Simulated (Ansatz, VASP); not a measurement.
# Two plane-wave programs on Rb2InGaC6N6

Contents of INCAR:

```
SYSTEM = Rb2InGaC6N6
PREC = Accurate
ENCUT = 910
EDIFF = 1E-6
ISMEAR = 0
SIGMA = 0.1
LREAL = Auto
LASPH = .True.
NELM = 120
ALGO = Normal
ISIF = 2
LWAVE = .False.
LCHARG = .False.
GGA = PE
NBANDS = 63
GGA_COMPAT = .False.
```

Contents of KPOINTS:

```
regular mesh
0
Gamma
  4 4 4
  0 0 0
```

Contents of POSCAR:

```
Rb2InGaC6N6
1.0
    0.0000000000      5.1635000000      5.1635000000
    5.1635000000      0.0000000000      5.1635000000
    5.1635000000      5.1635000000      0.0000000000
Rb In Ga C N
2 1 1 6 6
Direct
    0.2500000000      0.2500000000      0.2500000000
    0.7500000000      0.7500000000      0.7500000000
    0.5000000000      0.5000000000      0.5000000000
    0.0000000000      0.0000000000      0.0000000000
    0.8164036000      0.1835964000      0.1835964000
    0.1835964000      0.8164036000      0.1835964000
    0.1835964000      0.1835964000      0.8164036000
    0.1835964000      0.8164036000      0.8164036000
    0.8164036000      0.1835964000      0.8164036000
    0.8164036000      0.8164036000      0.1835964000
    0.7031083600      0.2968916400      0.2968916400
    0.2968916400      0.7031083600      0.2968916400
    0.2968916400      0.2968916400      0.7031083600
    0.2968916400      0.7031083600      0.7031083600
    0.7031083600      0.2968916400      0.7031083600
    0.7031083600      0.7031083600      0.2968916400
```

Input for Ansatz:

```yaml
crystal:
  lattice:
    - [0.0, 5.1635, 5.1635]
    - [5.1635, 0.0, 5.1635]
    - [5.1635, 5.1635, 0.0]
  atoms:
    - { symbol: Rb, position: [0.25, 0.25, 0.25] }
    - { symbol: Rb, position: [0.75, 0.75, 0.75] }
    - { symbol: In, position: [0.5, 0.5, 0.5] }
    - { symbol: Ga, position: [0.0, 0.0, 0.0] }
    - { symbol: C, position: [0.8164036, 0.1835964, 0.1835964] }
    - { symbol: C, position: [0.1835964, 0.8164036, 0.1835964] }
    - { symbol: C, position: [0.1835964, 0.1835964, 0.8164036] }
    - { symbol: C, position: [0.1835964, 0.8164036, 0.8164036] }
    - { symbol: C, position: [0.8164036, 0.1835964, 0.8164036] }
    - { symbol: C, position: [0.8164036, 0.8164036, 0.1835964] }
    - { symbol: "N", position: [0.70310836, 0.29689164, 0.29689164] }
    - { symbol: "N", position: [0.29689164, 0.70310836, 0.29689164] }
    - { symbol: "N", position: [0.29689164, 0.29689164, 0.70310836] }
    - { symbol: "N", position: [0.29689164, 0.70310836, 0.70310836] }
    - { symbol: "N", position: [0.70310836, 0.29689164, 0.70310836] }
    - { symbol: "N", position: [0.70310836, 0.70310836, 0.29689164] }
basis:
  ecutwfc: 420
kpoints:
  mp_grid: { grid: [4, 4, 4] }
hamiltonian:
  xc: pbe
scf:
  occupations: { method: gaussian, width: 0.1 }
  lower_state_search: "off"
output:
  forces: true
  stress: true
  eigenvalues: true
```

Alike in both runs: task single point; functional PBE; k mesh 4 × 4 × 4; occupations gaussian, width 0.1 eV; no spin polarisation.

```csv
,VASP,Ansatz
version,VASP 6.6.1,Ansatz 0.2.0
potentials or method,"VASP PAW PBE potentials, release 64 (Rb_sv, In_d, Ga_d, C_h, N_h), cutoff 910 eV","scalar-relativistic, plane waves, PAW"
valence electrons in the cell,98,98
```

```tsv
	VASP	Ansatz	Ansatz less VASP
gap on the k mesh at the Fermi level (eV)	none	none	-
rms of the force components (eV/Å)	0.522	0.535	+0.0130
```

Atom by atom the forces differ by 0.018 eV/Å (rms over components). A gap of «none» marks a metal or a gap that the smearing closes.

Noted on VASP's run: the cutoff is short for stress, so the pressure is rough.
